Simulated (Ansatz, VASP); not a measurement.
## One calculation of AlGa3N4, two programs

```
Al Ga N
1.0
     4.98808    0.00000    0.00013
     0.00000    3.07004    0.00000
    -0.00348    0.00000    5.64285
Al Ga N
1 3 4
Direct
  0.00060 0.50000 0.66736
  0.49912 0.50000 0.33492
  0.49903 0.00000 0.83156
  0.99986 0.00000 0.16618
  0.11967 0.50000 0.34010
  0.11765 0.00000 0.82638
  0.62044 0.00000 0.16622
  0.63123 0.50000 0.66730
```

Change from the starting cell: strain -0.030 along x and y, +0.030 along z, atoms carried along.

Alike in both runs: task single point; functional PBEsol; k mesh 6 × 8 × 6; occupations gaussian, width 0.05 eV; no spin polarisation.

|  | VASP | Ansatz |
| --- | --- | --- |
| version | VASP 6.6.1 | Ansatz 0.2.0 |
| potentials or method | VASP PAW PBE potentials, release 64 (Al, Ga_d, N), cutoff 520 eV | scalar-relativistic, plane waves, PAW |
| valence electrons in the cell | 62 | 62 |

|  | VASP | Ansatz | Ansatz less VASP |
| --- | --- | --- | --- |
| gap on the k mesh at the Fermi level (eV) | 2.46 | 2.44 | -0.019 |
| least direct gap on the mesh (eV) | 2.46 | 2.44 | -0.019 |
| pressure (GPa) | 6.9 | 7.1 | +0.16 |
| traceless stress, the component that is largest in VASP (GPa) | -13.97 | -13.92 | +0.055 |
| rms of the force components (eV/Å) | 0.369 | 0.373 | +0.0037 |

VASP's potentials were made for PBE, not for PBEsol. Atom by atom the forces differ by 0.009 eV/Å (rms over components). The functional is the same, so the differences come from potentials, cutoffs and numerics.
